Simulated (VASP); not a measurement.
The system is Ti4H.

```
Ti H
1.0
    -2.51168    2.51168    2.51168
     2.51168   -2.51168    2.51168
     2.51168    2.51168   -2.51168
Ti H
4 1
Direct
  0.00000 0.00000 0.50000
  0.00000 0.50000 0.00000
  0.50000 0.00000 0.00000
  0.50000 0.50000 0.50000
  0.00000 0.00000 0.00000
```

The cell was built from a structure type or drawn by symmetry, and may not be a known phase.

```yaml
Program: VASP 6.6.1
Task: relaxation of cell and atoms
Functional: PBE
Potentials_or_basis: VASP PAW PBE potentials, release 64 (Ti_sv, H)
Cutoff: 600 eV
k_mesh: 6 × 6 × 6
Occupations: gaussian, width 0.1 eV
Spin: no spin polarisation
```

At the start: pressure 17.6 GPa; volume 12.68 Å³/atom.

**Question.** How do energy, volume and symmetry change on relaxing?

**Answer.** Over 3 steps the energy falls by 106.2 meV/atom and the volume is 14.84 Å³/atom (+17.0 %); space group Im-3m (No. 229, to 0.1 Å) before and after.

Step by step:
```csv
step,energy change (eV),largest force (eV/Å),pressure (GPa),volume (Å³)
1,0.0000,0.0000,17.62,63.38
2,-0.5050,0.0000,-2.89,77.05
3,-0.5309,0.0000,0.10,74.18
```

Final structure:
```cif
data_structure
_symmetry_space_group_name_H-M 'P 1'
_symmetry_Int_Tables_number 1
_cell_length_a 4.5847
_cell_length_b 4.5847
_cell_length_c 4.5847
_cell_angle_alpha 109.471
_cell_angle_beta 109.471
_cell_angle_gamma 109.471
_cell_volume 74.18
loop_
_atom_site_label
_atom_site_type_symbol
_atom_site_fract_x
_atom_site_fract_y
_atom_site_fract_z
_atom_site_occupancy
Ti1 Ti 0.00000 0.00000 0.50000 1
Ti2 Ti 0.00000 0.50000 0.00000 1
Ti3 Ti 0.50000 0.00000 0.00000 1
Ti4 Ti 0.50000 0.50000 0.50000 1
H1 H 0.00000 0.00000 0.00000 1
```

Caveat: the volume moved by over 15 % at a fixed basis, so the end points are rough.
